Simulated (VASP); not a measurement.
Re: single point with PBE

Crystal: Re.

```
Re
1.0
     2.76415    0.00000    0.00000
    -1.38208    2.39383    0.00000
     0.00000    0.00000    2.46937
Re
1
Cartesian
  0.0000 0.0000 0.0000
```

| Quantity | Value |
| --- | --- |
| Program | VASP 6.6.1 |
| Task | single point |
| Functional | PBE |
| Potentials or basis | VASP PAW PBE potentials, release 64 (Re) |
| Cutoff | 520 eV |
| k mesh | 16 × 16 × 15 |
| Occupations | fermi-dirac, width 0.08 eV |
| Spin | no spin polarisation |
| Dipole correction | no |
| Further INCAR settings | ALGO = Normal; EDIFF = 1e-06; NBANDS = 10 |

```
Pressure : -0.9 GPa
```

Stress tensor (GPa, compression positive):
```
-0.05  0.00  0.00
 0.00 -0.05  0.00
 0.00  0.00 -2.69
```

Levels at points of the mesh, in eV from the Fermi level:
```
           k point  band 1  band 2  band 3  band 4  band 5  band 6  band 7
(0.00, 0.00, 0.00)   -9.54   -5.60   -1.84   -1.84    3.90    3.90   13.34
(0.50, 0.00, 0.00)   -6.39   -4.93   -0.46    0.91    3.24    3.68    7.92
```

Wall time 25 s on 1 thread of Intel(R) Xeon(R) Platinum 8259CL CPU @ 2.50GHz (Skylake/Cascade Lake), on a shared host, peak memory 0.16 GiB.

Caveat: spin-orbit coupling is left out, which moves the levels of the heavy elements.
